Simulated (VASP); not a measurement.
Input of a VASP 6.6.1 run:

INCAR

```
SYSTEM = Ga
PREC     = Accurate       ! precision mode
ENCUT    = 520            ! plane-wave cutoff, eV
EDIFF    = 1E-8           ! SCF threshold, eV
ISMEAR   = -1             ! smearing method
SIGMA    = 0.03           ! smearing width, eV
LREAL    = .FALSE.        ! projectors in reciprocal space
LASPH    = .TRUE.         ! aspherical terms in the spheres
NELM     = 100            ! most SCF steps
ALGO     = Normal         ! electronic algorithm
ISIF     = 2              ! what is computed and relaxed
LWAVE    = .FALSE.        ! write WAVECAR
LCHARG   = .FALSE.        ! write CHGCAR
GGA      = PS             ! functional
LEFG     = .TRUE.       
NBANDS   = 20             ! bands
```

File KPOINTS:

```
regular mesh
0
G
  14 14 11
  0 0 0
```

Contents of POSCAR:

```
Ga
1.0
    1.3643085195     -3.9720811669      0.0000000000
    1.3643085195      3.9720811669      0.0000000000
   -0.1158626432      0.0000000000      3.2849254291
Ga
2
Direct
    0.8690000000      0.1310000000      0.2500000000
    0.1310000000      0.8690000000      0.7500000000
```

Potentials or basis: VASP PAW PBE potentials, release 64 (Ga_d).

Launch:

```bash
$ cat potpaw_PBE.64/Ga_d/POTCAR > POTCAR
$ mpirun -np 1 vasp_std > vasp.out
```

(1) Predict the band gap on the k mesh.

(2) Estimate the largest force.

## Answers

(1) zero (band 13 reaches 9.98 eV, above the bottom of band 14 at 1.73 eV).

(2) 0.200 eV/Å.

Caveat: without QUAD_EFG the Cq values of the log hold for a quadrupole moment of 1 mb, not for the nuclei; the PAW data sets were made with another functional, which shifts forces and pressure a little.
